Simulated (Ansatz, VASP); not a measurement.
**Two plane-wave programs on LiMgBN2**

Contents of INCAR:

```
SYSTEM = LiMgBN2
PREC = Accurate ; ENCUT = 520
EDIFF = 1E-7 ; ISMEAR = 0
SIGMA = 0.1 ; LREAL = .False.
LASPH = .True. ; NELM = 60
ALGO = Normal ; ISIF = 2
LWAVE = .False. ; LCHARG = .True.
GGA = PE ; LELF = .True.
LVHAR = .True. ; NBANDS = 17
ISYM = 0
```

File KPOINTS:

```
regular mesh
0
Gamma
  5 3 1
  0 0 0
```

Contents of POSCAR:

```
LiMgBN2
1.0
   -1.9096560000      1.9096560000      4.4435220000
    1.9096560000     -1.9096560000      4.4435220000
    1.9096560000      1.9096560000     -4.4435220000
Li Mg B N
1 1 1 2
Direct
    0.2500000000      0.7500000000      0.5000000000
    0.7500000000      0.2500000000      0.5000000000
    0.5000000000      0.5000000000      0.0000000000
    0.6512635000      0.6512635000      0.0000000000
    0.3487365000      0.3487365000      0.0000000000
```

Input for Ansatz:

```yaml
crystal:
  lattice:
    - [-1.909656, 1.909656, 4.443522]
    - [1.909656, -1.909656, 4.443522]
    - [1.909656, 1.909656, -4.443522]
  atoms:
    - { symbol: Li, position: [0.25, 0.75, 0.5] }
    - { symbol: Mg, position: [0.75, 0.25, 0.5] }
    - { symbol: B, position: [0.5, 0.5, 0.0] }
    - { symbol: "N", position: [0.6512635, 0.6512635, 0.0] }
    - { symbol: "N", position: [0.3487365, 0.3487365, 0.0] }
  symmetry: { detect: false }
basis:
  ecutwfc: 420
kpoints:
  mp_grid: { grid: [5, 3, 1] }
hamiltonian:
  xc: pbe
scf:
  occupations: { method: gaussian, width: 0.1 }
output:
  forces: true
  stress: true
  eigenvalues: true
```

Alike in both runs: task single point; functional PBE; k mesh 5 × 3 × 1; occupations gaussian, width 0.1 eV; no spin polarisation.

|  | VASP | Ansatz |
| --- | --- | --- |
| version | VASP 6.6.1 | Ansatz 0.2.0 |
| potentials or method | VASP PAW PBE potentials, release 64 (Li_sv, Mg, B, N), cutoff 520 eV | scalar-relativistic, plane waves, PAW |
| valence electrons in the cell | 18 | 26 |

```tsv
	VASP	Ansatz	Ansatz less VASP
gap on the k mesh at the Fermi level (eV)	3.16	3.16	+0.003
least direct gap on the mesh (eV)	3.98	3.98	+0.001
rms of the force components (eV/Å)	0.058	0.058	+0.0004
```

Atom by atom the forces differ by 0.001 eV/Å (rms over components). VASP's potentials hold 18 valence electrons a cell and Ansatz's 26, so a difference there can come from the potentials and not from the codes.

The k mesh is coarse, so the values compare programs but aren't converged. Noted on VASP's run: the cutoff is short for stress, so the pressure is rough.
